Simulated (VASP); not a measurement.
SiGeB:

```
Si Ge B
1.0
     4.45191    0.00000    0.00000
    -2.22596    3.85547    0.00000
     0.00000    0.00000    4.75552
Si Ge B
2 2 2
Direct
  0.33333 0.66667 0.00000
  0.66667 0.33333 0.00000
  0.33333 0.66667 0.50000
  0.66667 0.33333 0.50000
  0.00000 0.00000 0.50000
  0.00000 0.00000 0.00000
```

- Program: VASP 6.6.1
- Task: relaxation of cell and atoms
- Functional: PBE
- Potentials or basis: VASP PAW PBE potentials, release 64 (Si, Ge_d, B)
- Cutoff: 600 eV
- k mesh: 12 × 12 × 8
- Occupations: gaussian, width 0.1 eV
- Spin: no spin polarisation

At the start: pressure -0.3 GPa; volume 13.60 Å³/atom.

Question: How do energy, volume and symmetry change on relaxing?

Answer: Over 4 steps the energy falls by 6.4 meV/atom and the volume is 13.52 Å³/atom (-0.7 %); space group P6/mmm (No. 191, to 0.05 Å).

Step by step:
```csv
step,energy change (eV),largest force (eV/Å),pressure (GPa),volume (Å³)
1,0.0000,0.0000,-0.32,81.62
2,-0.0358,0.0000,-0.23,81.27
3,-0.0381,0.0000,-0.28,81.36
4,-0.0383,0.0000,0.03,81.09
```

Final structure:
```
Si Ge B
1.0
     4.40160    0.00000    0.00000
    -2.20080    3.81189    0.00000
     0.00000    0.00000    4.83311
Si Ge B
2 2 2
Direct
  0.33333 0.66667 0.00000
  0.66667 0.33333 0.00000
  0.33333 0.66667 0.50000
  0.66667 0.33333 0.50000
  0.00000 0.00000 0.50000
  0.00000 0.00000 0.00000
```
